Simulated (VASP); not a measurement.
# Cu (I4/mmm) in VASP: further runs

Cu is run at these levels: LDA; tasks: single point.

All numbers are computed with VASP 6.6.1; they aren't measurements. Logs are shortened: lines on timing, memory, paths and dates and some standing lists are left out, and cuts for length are marked.

## Step 1: The cell of the first run

The structure is tetragonal, space group I4/mmm (No. 139). The conventional cell has a = 2.712 Å, b = 2.712 Å, c = 2.649 Å, α = 90.00°, β = 90.00°, γ = 90.00°. Within 3.1 Å of Cu (site symmetry 4/mmm) lie 14 Cu at 2.33 to 2.71 Å.

## Step 2: Single point, LDA

Contents of INCAR:

```
SYSTEM = Cu
PREC     = Accurate       ! precision mode
ENCUT    = 520            ! plane-wave cutoff, eV
EDIFF    = 1E-6           ! SCF threshold, eV
ISMEAR   = 0              ! smearing method
SIGMA    = 0.15           ! smearing width, eV
LREAL    = .False.        ! projectors in reciprocal space
LASPH    = .True.         ! aspherical terms in the spheres
NELM     = 60             ! most SCF steps
ALGO     = Normal         ! electronic algorithm
ISIF     = 2              ! what is computed and relaxed
LWAVE    = .False.        ! write WAVECAR
LCHARG   = .True.         ! write CHGCAR
LELF     = .True.         ! ELF
LVHAR    = .True.       
NBANDS   = 12             ! bands
```

Contents of KPOINTS:

```
Automatic mesh
0
Gamma
  22 22 22
  0 0 0
```

Contents of POSCAR:

```
Cu
1.0
   -1.3560500000      1.3560500000      1.3243000000
    1.3560500000     -1.3560500000      1.3243000000
    1.3560500000      1.3560500000     -1.3243000000
Cu
1
Direct
    0.0000000000      0.0000000000      0.0000000000
```

Potentials or basis: VASP PAW LDA potentials, release 64 (Cu).

Command:

```
$ cat potpaw_LDA.64/Cu/POTCAR > POTCAR
$ mpirun -np 1 vasp_std > vasp.out
```

OUTCAR:

```text
SYSTEM = Cu
   PREC = Accurate
   ENCUT = 520
   EDIFF = 1E-6
   ISMEAR = 0
   LREAL = .False.
   LASPH = .True.
   NELM = 60
   ISIF = 2

 ion  position               nearest neighbor table
   1  0.000  0.000  0.000-

  LATTYP: Found a body centered tetragonal cell.
 ALAT       =     2.7121000000
 C/A-ratio  =     0.9765864091

  Lattice vectors:

 A1 = (  -1.3560500000,   1.3560500000,   1.3243000000)
 A2 = (   1.3560500000,  -1.3560500000,   1.3243000000)
 A3 = (   1.3560500000,   1.3560500000,  -1.3243000000)

Analysis of symmetry for initial positions (statically):
=====================================================================
 Subroutine PRICEL returns:
 Original cell was already a primitive cell.

 Routine SETGRP: Setting up the symmetry group for a
 body centered tetragonal supercell.

 Subroutine GETGRP returns: Found 16 space group operations
 (whereof 16 operations were pure point group operations)
 out of a pool of 16 trial point group operations.

The static configuration has the point symmetry D_4h.

Analysis of symmetry for dynamics (positions and initial velocities):
=====================================================================
 Subroutine PRICEL returns:
 Original cell was already a primitive cell.

 Routine SETGRP: Setting up the symmetry group for a
 body centered tetragonal supercell.

 Subroutine GETGRP returns: Found 16 space group operations
 (whereof 16 operations were pure point group operations)
 out of a pool of 16 trial point group operations.

The dynamic configuration has the point symmetry D_4h.

 Subroutine INISYM returns: Found 16 space group operations
 (whereof 16 operations are pure point group operations),
 and found     1 'primitive' translations

----------------------------------------------------------------------------------------

                                     Primitive cell

  volume of cell :       9.7409

  direct lattice vectors                    reciprocal lattice vectors
    -1.356050000  1.356050000  1.324300000     0.000000000  0.368717968  0.377557955
     1.356050000 -1.356050000  1.324300000     0.368717968  0.000000000  0.377557955
     1.356050000  1.356050000 -1.324300000     0.368717968  0.368717968  0.000000000

  length of vectors
     2.330560811  2.330560811  2.330560811     0.527733786  0.527733786  0.521445951

  position of ions in fractional coordinates (direct lattice)
     0.000000000  0.000000000  0.000000000

  ion indices of the primitive-cell ions
   primitive index   ion index
                 1           1

----------------------------------------------------------------------------------------

 KPOINTS: Automatic mesh

Automatic generation of k-mesh.
 Grid dimensions read from file:
 generate k-points for:   22   22   22

 Generating k-lattice:

  Cartesian coordinates                     Fractional coordinates (reciprocal lattice)
     0.000000000  0.016759908  0.017161725     0.045454545  0.000000000  0.000000000
     0.016759908  0.000000000  0.017161725     0.000000000  0.045454545  0.000000000
     0.016759908  0.016759908  0.000000000     0.000000000  0.000000000  0.045454545

  Length of vectors
     0.023987899  0.023987899  0.023702089

  Shift w.r.t. Gamma in fractional coordinates (k-lattice)
     0.000000000  0.000000000  0.000000000

 Subroutine IBZKPT returns following result:
 ===========================================

 Found    834 irreducible k-points:

 Following reciprocal coordinates:
            Coordinates               Weight
  0.000000  0.000000  0.000000      1.000000
  0.045455 -0.000000  0.000000      8.000000
  0.090909 -0.000000  0.000000      8.000000
  0.136364 -0.000000  0.000000      8.000000
  0.181818 -0.000000  0.000000      8.000000
  0.227273  0.000000  0.000000      8.000000
[... 16 lines left out ...]
  0.500000  0.045455  0.000000     16.000000
 -0.454545  0.045455 -0.000000     16.000000
 [... further k-points ...]
   k-points           NKPTS =    834   k-points in BZ     NKDIM =    834   number of bands    NBANDS=     12
   number of dos      NEDOS =    301   number of ions     NIONS =      1
   total plane-waves  NPLWV =   5832
   dimension x,y,z NGX =    18 NGY =   18 NGZ =   18
   dimension x,y,z NGXF=    36 NGYF=   36 NGZF=   36
   ions per type =               1
   NGX,Y,Z   is equivalent  to a cutoff of  12.84, 12.84, 12.84 a.u.
   NGXF,Y,Z  is equivalent  to a cutoff of  25.68, 25.68, 25.68 a.u.
 SYSTEM =  Cu
   PREC   = accura    normal or accurate (medium, high low for compatibility)
   ISTART =      0    job   : 0-new  1-cont  2-samecut
   ICHARG =      2    charge: 1-file 2-atom 10-const
   ISPIN  =      1    spin polarized calculation?
   LNONCOLLINEAR =      F non collinear calculations
   LSORBIT =      F    spin-orbit coupling
   LASPH  =      T    aspherical Exc in radial PAW
   ENCUT  =  520.0 eV  38.22 Ry    6.18 a.u.   4.33  4.33  4.33*2*pi/ulx,y,z
   NELM   =     60;   NELMIN=  2; NELMDL= -5     # of ELM steps
   EDIFF  = 0.1E-05   stopping-criterion for ELM
   LREAL  =      F    real-space projection
   EDIFFG = 0.1E-04   stopping-criterion for IOM
   NSW    =      0    number of steps for IOM
   IBRION =     -1    ionic relax: 0-MD 1-quasi-New 2-CG
   NFREE  =      0    steps in history (QN), initial steepest desc. (CG)
   ISIF   =      2    stress and relaxation
   ISYM   =      2    0-nonsym 1-usesym 2-fastsym
   POTIM  = 0.5000    time-step for ionic-motion
   TEBEG  =    0.0;   TEEND  =   0.0 temperature during run
   PSTRESS=    0.0 pullay stress
   NELECT =      11.0000    total number of electrons
   NUPDOWN=      -1.0000    fix difference up-down
   EMIN   =  10.00;   EMAX   =-10.00  energy-range for DOS
   EFERMI =   0.00;   METHOD = LEGACY
   ISMEAR =     0;   SIGMA  =   0.15  broadening in eV -4-tet -1-fermi 0-gaus
   EFERMI_NEDOS =   21; number of points for ismear=-14 and -15
   IALGO  =     38    algorithm
   IMIX   =      4    mixing-type and parameters
     AMIX     =   0.40;   BMIX     =  1.00
     AMIX_MAG =   1.60;   BMIX_MAG =  1.00
  volume/ion in A,a.u.               =       9.74        65.73
  Fermi-wavevector in a.u.,A,eV,Ry     =   1.704799  3.221603 39.543143  2.906339
  Thomas-Fermi vector in A             =   2.784136
   LORBIT       =      0    0 simple, 1 ext, 2 COOP (PROOUT), +10 PAW based schemes
   GGA     = CA    functional components
   LHFCALC =     F    Hartree Fock is set to
   AEXX    =    0.0000 exact exchange contribution
   IVDW    =     0    specifies the selected vdW correction
   LEPSILON=     F    determine dielectric tensor
   LRPA    =     F    only Hartree local field effects (RPA)
 non-spin polarized calculation
 Gauss-broadening in eV      SIGMA  =   0.15
  energy-cutoff  :      520.00
  volume of cell :        9.74
 maximum number of plane-waves:       269
 NGX is ok and might be reduce to    18
   NGX =  9   NGY =  9   NGZ =  9

 number of electron      10.9999987 magnetization

 Free energy of the ion-electron system (eV)
  ---------------------------------------------------
  ext. energy  EPLUGINS =         0.00000000
  ---------------------------------------------------
  free energy    TOTEN  =        -4.56704569 eV

  energy without entropy =       -4.56328883  energy(sigma->0) =       -4.56516726

 E-fermi :  10.0708     XC(G=0): -14.2707

 val. band max:       10.0705163657   @ k =  -0.2727   0.4545   0.0909
 cond. band min:      10.0786456723   @ k =  -0.3182   0.4091   0.1818
 fundamental gap:      0.0081293066
 Fermi energy:        10.0708425250

 k-point     1 :       0.0000    0.0000    0.0000
  band No.  band energies     occupation
      1      -0.8909      2.00000
      2       6.0955      2.00000
      3       6.2197      2.00000
      4       6.2197      2.00000
      5       7.4726      2.00000
      6       7.6059      2.00000
      7      36.7686      0.00000
      8      36.7686      0.00000
      9      37.3962      0.00000
     10      41.9048      0.00000
     11      42.4137      0.00000
     12      42.8995      0.00000

 k-point     2 :       0.0455   -0.0000    0.0000
  band No.  band energies     occupation
      1      -0.7983      2.00000
      2       6.0994      2.00000
      3       6.2178      2.00000
      4       6.2358      2.00000
      5       7.4699      2.00000
      6       7.5903      2.00000
      7      36.1894      0.00000
      8      36.6147      0.00000
      9      36.9680      0.00000
     10      41.1876      0.00000
     11      41.2304      0.00000
     12      41.5284      0.00000

 k-point     3 :       0.0909   -0.0000    0.0000
  band No.  band energies     occupation
      1      -0.5232      2.00000
      2       6.0623      2.00000
      3       6.2088      2.00000
      4       6.3326      2.00000
      5       7.4546      2.00000
      6       7.5591      2.00000
      7      34.3599      0.00000
      8      36.1759      0.00000
      9      36.2287      0.00000
     10      39.4387      0.00000
     11      40.2376      0.00000
     12      40.7465      0.00000
[... 286 lines left out ...]
 k-point    23 :       0.5000    0.0455    0.0000
  band No.  band energies     occupation
      1       3.7491      2.00000
      2       5.1777      2.00000
      3       7.5129      2.00000
      4       7.5990      2.00000
      5       8.2288      2.00000
      6       9.3703      2.00000
      7      15.7891      0.00000
      8      28.3072      0.00000
      9      29.4799      0.00000
     10      34.3041      0.00000
     11      38.2073      0.00000
     12      46.8624      0.00000

 k-point    24 :      -0.4545    0.0455   -0.0000
  band No.  band energies     occupation
      1       3.6945      2.00000
      2       5.2155      2.00000
      3       7.4442      2.00000
      4       7.5288      2.00000
      5       8.0013      2.00000
      6       8.8602      2.00000
      7      16.9271      0.00000
      8      28.5044      0.00000
      9      29.7642      0.00000
     10      34.3884      0.00000
     11      38.2370      0.00000
     12      46.8858      0.00000

 [... further k-points ...]
[... 5 lines left out ...]
  --------------------------------------------------------------------------------------
  -------------------------------------------------------------------------------------
  Total        1.7891360      1.7891360      1.7782796      0.0000000     -0.0000000      0.0000000
  in kB      294.2768854    294.2768854    292.4912262      0.0000000     -0.0000000      0.0000000
  external PRESSURE =     293.6816657 kB  Pullay stress =       0.0000000 kB

 VOLUME and BASIS-vectors are now :
 -----------------------------------------------------------------------------
  energy-cutoff  :      520.00
  volume of cell :        9.74
      direct lattice vectors                 reciprocal lattice vectors
    -1.356050000  1.356050000  1.324300000     0.000000000  0.368717968  0.377557955
     1.356050000 -1.356050000  1.324300000     0.368717968  0.000000000  0.377557955
     1.356050000  1.356050000 -1.324300000     0.368717968  0.368717968  0.000000000

 POSITION                                       TOTAL-FORCE (eV/Angst)
 -----------------------------------------------------------------------------------
      0.00000      0.00000      0.00000         0.000000      0.000000     -0.000000
 -----------------------------------------------------------------------------------
    total drift:                                0.000000      0.000000      0.000000

  FREE ENERGIE OF THE ION-ELECTRON SYSTEM (eV)
  ---------------------------------------------------
  free  energy   TOTEN  =        -4.5670456852 eV

  energy  without entropy=       -4.5632888260  energy(sigma->0) =       -4.56516726
```

Run time: 100 s. Hardware: 1 thread of Intel Xeon 8259CL, shared host; peak memory 0.2 GiB.

What came out:

```
Free energy            : -4.5670 eV
Pressure               : 29.4 GPa
Band gap on the k mesh : zero (an odd number of electrons rules out a gap without spin polarisation)
```

Caveat: the cell stands under pressure.

## Step 3: Single point, LDA

Contents of INCAR:

```
PREC = Accurate ; ENCUT = 520
EDIFF = 1E-7 ; ISMEAR = 0
SIGMA = 0.15 ; LREAL = False
LASPH = True ; NELM = 60
ALGO = Normal ; ISIF = 2
LWAVE = False ; LCHARG = True
LELF = True ; LVHAR = True
NBANDS = 12
```

Contents of KPOINTS:

```
Automatic mesh
0
Gamma
  22 22 22
```

Contents of POSCAR:

```
Cu
1.0
   -1.3738500000      1.3738500000      1.2908000000
    1.3738500000     -1.3738500000      1.2908000000
    1.3738500000      1.3738500000     -1.2908000000
Cu
1
Direct
    0.0000000000      0.0000000000      0.0000000000
```

Potentials or basis: VASP PAW LDA potentials, release 64 (Cu).

Command:

```
$ cat potpaw_LDA.64/Cu/POTCAR > POTCAR
$ mpirun -np 1 vasp_std > vasp.out
```

Run time: 2.2 min. Hardware: 1 thread of Intel Xeon 8259CL, shared host; peak memory 0.2 GiB.

It converged, with:

```
Free energy            : -4.5675 eV
Pressure               : 29.4 GPa
Band gap on the k mesh : zero (an odd number of electrons rules out a gap without spin polarisation)
```

Stress tensor (GPa, compression positive):
```
29.01  0.00  0.00
 0.00 29.01  0.00
 0.00  0.00 30.12
```

Levels at points of the mesh, in eV from the Fermi level:
```
           k point  band 2  band 3  band 4  band 5  band 6  band 7  band 8  band 9  band 10  band 11
(0.00, 0.00, 0.00)   -4.10   -3.76   -3.76   -2.73   -2.37   26.25   26.25   28.06    31.42    31.92
(0.50, 0.00, 0.00)   -4.97   -2.56   -2.21   -1.53   -0.93    5.72   18.53   19.26    23.35    27.30
(0.50, 0.50, 0.00)   -4.57   -2.82   -2.46   -1.57   -1.49    4.94   20.23   21.40    25.01    28.77
(0.50, 0.50, 0.50)   -5.92   -1.79   -1.79   -1.71    8.14    8.14   10.86   14.54    15.55    19.95
```

Caveat: the cell stands under pressure.

## Step 4: Single point, LDA

This run uses another cell than the first one, of 9.86 Å³/atom.

Contents of INCAR:

```
PREC     = Accurate       # precision mode
ENCUT    = 520            # plane-wave cutoff, eV
EDIFF    = 1E-6           # SCF threshold, eV
ISMEAR   = 0              # smearing method
SIGMA    = 0.15           # smearing width, eV
LREAL    = F              # projectors in reciprocal space
LASPH    = T              # aspherical terms in the spheres
NELM     = 60             # most SCF steps
ALGO     = Fast           # electronic algorithm
ISIF     = 2              # what is computed and relaxed
LWAVE    = F              # write WAVECAR
LCHARG   = F              # write CHGCAR
GGA      = CA             # functional
NBANDS   = 12             # bands
```

Contents of KPOINTS:

```
regular mesh
0
Gamma
  22 22 22
```

Contents of POSCAR:

```
Cu
1.0
   -1.3560500000      1.3560500000      1.3410790181
    1.3560500000     -1.3560500000      1.3410790181
    1.3560500000      1.3560500000     -1.3410790181
Cu
1
Direct
    0.0000000000      0.0000000000      0.0000000000
```

Command:

```
$ cat potpaw_LDA.64/Cu/POTCAR > POTCAR
$ mpirun -np 1 vasp_std > vasp.out
```

Wall time 2.6 min (1 thread of Intel Xeon 8259CL, shared host); peak memory 0.2 GiB.

Results (log left out):

```
Free energy            : -4.5882 eV
Pressure               : 26.4 GPa
Band gap on the k mesh : zero (an odd number of electrons rules out a gap without spin polarisation)
```

Stress tensor (GPa, compression positive):
```
26.44  0.00  0.00
 0.00 26.44  0.00
 0.00  0.00 26.36
```

Levels at points of the mesh, in eV from the Fermi level:
| k point | band 2 | band 3 | band 4 | band 5 | band 6 | band 7 | band 8 | band 9 | band 10 | band 11 |
| --- | --- | --- | --- | --- | --- | --- | --- | --- | --- | --- |
| (0.00, 0.00, 0.00) | -3.88 | -3.82 | -3.82 | -2.53 | -2.47 | 26.71 | 26.71 | 26.99 | 31.76 | 32.00 |
| (0.50, 0.00, 0.00) | -4.80 | -2.53 | -2.33 | -1.53 | -1.06 | 5.40 | 18.86 | 19.62 | 23.59 | 27.45 |
| (0.50, 0.50, 0.00) | -4.73 | -2.59 | -2.36 | -1.53 | -1.16 | 5.27 | 19.16 | 20.00 | 23.88 | 27.71 |
| (0.50, 0.50, 0.50) | -5.86 | -1.76 | -1.76 | -1.75 | 8.79 | 8.79 | 9.26 | 14.99 | 15.23 | 19.28 |

Caveat: the cell stands under pressure.

## Step 5: Single point, LDA

This run uses another cell than the first one, of 9.87 Å³/atom.

Contents of INCAR:

```
SYSTEM = Cu
PREC = Accurate
ENCUT = 520
EDIFF = 1E-6
ISMEAR = 0
SIGMA = 0.15
LREAL = .FALSE.
LASPH = .TRUE.
NELM = 100
ALGO = Fast
ISIF = 2
LWAVE = .FALSE.
LCHARG = .FALSE.
GGA = CA
NBANDS = 12
```

Contents of KPOINTS:

```
regular mesh
0
G
  22 22 22
  0 0 0
```

Contents of POSCAR:

```
Cu
1.0
   -1.3738500000      1.3738500000      1.3075500000
    1.3738500000     -1.3738500000      1.3075500000
    1.3738500000      1.3738500000     -1.3075500000
Cu
1
Direct
    0.0000000000      0.0000000000      0.0000000000
```

Command:

```
$ cat potpaw_LDA.64/Cu/POTCAR > POTCAR
$ mpirun -np 1 vasp_std > vasp.out
```

It took 2.5 min on 1 thread of Intel Xeon 8259CL, shared host; peak memory 0.2 GiB.

Results (log left out):

* Free energy: -4.5895 eV
* Pressure: 26.2 GPa
* Band gap on the k mesh: zero (an odd number of electrons rules out a gap without spin polarisation)

Stress tensor (GPa, compression positive):
```
26.08  0.00  0.00
 0.00 26.08  0.00
 0.00  0.00 26.47
```

Levels at points of the mesh, in eV from the Fermi level:
```tsv
k point	band 3	band 4	band 5	band 6	band 7	band 8	band 9	band 10
(0.00, 0.00, 0.00)	-3.73	-3.73	-2.64	-2.37	26.30	26.30	27.68	31.35
(0.50, 0.00, 0.00)	-2.52	-2.23	-1.52	-0.93	5.57	18.53	19.22	23.27
(0.50, 0.50, 0.00)	-2.73	-2.41	-1.55	-1.37	4.97	19.88	20.89	24.58
(0.50, 0.50, 0.50)	-1.77	-1.77	-1.71	8.26	8.26	10.39	14.57	15.43
```

Caveat: the cell stands under pressure.

## Step 6: Single point, LDA

This run uses another cell than the first one, of 9.99 Å³/atom.

Contents of INCAR:

```
SYSTEM = Cu
PREC = Accurate
ENCUT = 520
EDIFF = 1E-7
ISMEAR = 0
SIGMA = 0.15
LREAL = .FALSE.
LASPH = .TRUE.
NELM = 100
ALGO = Normal
ISIF = 2
LWAVE = .FALSE.
LCHARG = .TRUE.
GGA = CA
LELF = .TRUE.
LVHAR = .TRUE.
NBANDS = 12
```

Contents of KPOINTS:

```
Automatic mesh
0
G
  22 22 22
  0 0 0
```

Contents of POSCAR:

```
Cu
1.0
   -1.3560500000      1.3560500000      1.3578500000
    1.3560500000     -1.3560500000      1.3578500000
    1.3560500000      1.3560500000     -1.3578500000
Cu
1
Direct
    0.0000000000      0.0000000000      0.0000000000
```

Potentials or basis: VASP PAW LDA potentials, release 64 (Cu).

Command:

```
$ cat potpaw_LDA.64/Cu/POTCAR > POTCAR
$ mpirun -np 1 vasp_std > vasp.out
```

Wall time 97 s (1 thread of Intel Xeon 8259CL, shared host); peak memory 0.2 GiB.

The run converged. Its results:

- Free energy: -4.6064 eV
- Pressure: 21.8 GPa
- Band gap on the k mesh: zero (an odd number of electrons rules out a gap without spin polarisation)

Levels at points of the mesh, in eV from the Fermi level:
```
           k point  band 4  band 5  band 6  band 7  band 8  band 9
(0.00, 0.00, 0.00)   -3.78   -2.47   -2.46   26.67   26.71   26.71
(0.50, 0.00, 0.00)   -2.32   -1.52   -1.06    5.28   18.87   19.59
(0.50, 0.50, 0.00)   -2.31   -1.52   -1.05    5.29   18.84   19.55
(0.50, 0.50, 0.50)   -1.74   -1.74    8.85    8.91    8.91   15.00
```

Caveat: the cell stands under pressure.

## Step 7: Summary

```tsv
cell	gap on the mesh (eV)	pressure (GPa)
a = 2.331 Å, angles 108.8, 108.8, 110.7°, 1 atom	none	29.4
a = 2.333 Å, angles 107.8, 107.8, 112.8°, 1 atom	none	29.4
a = 2.340 Å, angles 109.2, 109.2, 110.1°, 1 atom	none	26.4
a = 2.342 Å, angles 108.2, 108.2, 112.1°, 1 atom	none	26.2
a = 2.350 Å, angles 109.5, 109.5, 109.4°, 1 atom	none	21.8
```

Alike in all rows: task single point; level LDA; potentials or basis VASP PAW LDA potentials, release 64 (Cu); no spin polarisation; k mesh 22 × 22 × 22; cutoff (eV) 520; smearing gaussian 0.15 eV.

Caveats: the cell stands under pressure.

Absolute energies hang on the potentials; compare differences alone.

The gap in the log of VASP goes by the Fermi energy; the results here count the filled bands.